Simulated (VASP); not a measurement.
Wanted: the native input for a VASP 6.6.1 run.

```
Task                   : single point
Functional             : LDA
Potentials or basis    : VASP PAW LDA potentials, release 64 (Si, C)
Cutoff                 : 600 eV
k mesh                 : 10 × 10 × 10
Occupations            : gaussian, width 0.02 eV
Spin                   : no spin polarisation
Dipole correction      : no
Further INCAR settings : ALGO = Normal; EDIFF = 1e-06; NBANDS = 11
```

The structure of SiC lies in POSCAR:

```
SiC
1.0
    0.0000000000      2.1644841260      2.1644841260
    2.1644841260      0.0000000000      2.1644841260
    2.1644841260      2.1644841260      0.0000000000
Si C
1 1
Direct
    0.0000000000      0.0000000000      0.0000000000
    0.2500000000      0.2500000000      0.2500000000
```

The input as run:

INCAR

```
ALGO = Normal
EDIFF = 1E-6
ENCUT = 600
GGA_COMPAT = F
ISIF = 2
ISMEAR = 0
LASPH = T
LCHARG = T
LELF = T
LREAL = F
LVHAR = T
LWAVE = F
NBANDS = 11
NELM = 120
PREC = Accurate
SIGMA = 0.02
```

KPOINTS

```
k-points
0
Gamma
  10 10 10
```

Potentials or basis: VASP PAW LDA potentials, release 64 (Si, C).

Run with:

```console
$ cat potpaw_LDA.64/Si/POTCAR potpaw_LDA.64/C/POTCAR > POTCAR
$ mpirun -np 1 vasp_std > vasp.out
```

Results of the run:

```json
{
  "Pressure": "0.3 GPa",
  "Band gap on the k mesh": "1.29 eV (least direct gap 4.52 eV)"
}
```

It took 5.5 s on 1 thread of Intel(R) Xeon(R) Platinum 8259CL CPU @ 2.50GHz (Skylake/Cascade Lake), with other jobs on the host, peak memory 0.13 GiB.
